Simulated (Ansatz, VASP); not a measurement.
**MgO in VASP and in Ansatz**

The input INCAR:

```
SYSTEM = MgO
PREC = Accurate ; ENCUT = 520
EDIFF = 1E-6 ; ISMEAR = 0
SIGMA = 0.01 ; LREAL = .False.
LASPH = .True. ; NELM = 60
ALGO = Normal ; ISIF = 2
LWAVE = .False. ; LCHARG = .False.
GGA = PS ; NBANDS = 16
```

KPOINTS

```
regular mesh
0
Gamma
  6 6 6
  0 0 0
```

File POSCAR:

```
MgO
1.0
    3.5714449512      0.0000000000      0.0000000000
   -1.7857224756      3.0929621429      0.0000000000
    0.0000000000      0.0000000000      4.2799843951
Mg O
2 2
Direct
    0.6666666667      0.3333333333      0.7500000000
    0.3333333333      0.6666666667      0.2500000000
    0.6666666667      0.3333333333      0.2500000000
    0.3333333333      0.6666666667      0.7500000000
```

Input for Ansatz:

```yaml
crystal:
  lattice:
    - [3.571444951232482, 0.0, 0.0]
    - [-1.785722475616241, 3.092962142859043, 0.0]
    - [0.0, 0.0, 4.279984395120756]
  atoms:
    - { symbol: Mg, position: [0.6666666666666666, 0.3333333333333333, 0.75] }
    - { symbol: Mg, position: [0.3333333333333333, 0.6666666666666666, 0.25] }
    - { symbol: O, position: [0.6666666666666666, 0.3333333333333333, 0.25] }
    - { symbol: O, position: [0.3333333333333333, 0.6666666666666666, 0.75] }
basis:
  ecutwfc: 500.0
kpoints:
  mp_grid:
    grid: [6, 6, 6]
hamiltonian:
  xc: pbesol
scf:
  convergence:
    dr2_threshold: 1.0e-10
  occupations:
    method: fixed
output:
  stress: true
```

Alike in both runs: task single point; functional PBEsol; k mesh 6 × 6 × 6; no spin polarisation.

|  | VASP | Ansatz |
| --- | --- | --- |
| version | VASP 6.6.1 | Ansatz 0.2.0 |
| potentials or method | VASP PAW PBE potentials, release 64 (Mg, O), cutoff 520 eV | plane waves, PAW |
| occupations | gaussian, width 0.01 eV | fixed |
| valence electrons in the cell | 16 | 32 |

```csv
,VASP,Ansatz,Ansatz less VASP
pressure (GPa),-7.7,-7.3,+0.44
"traceless stress, the component that is largest in VASP (GPa)",-0.25,-0.20,+0.050
```

VASP's potentials were made for PBE, not for PBEsol. VASP's potentials hold 16 valence electrons a cell and Ansatz's 32, so a difference there can come from the potentials and not from the codes.
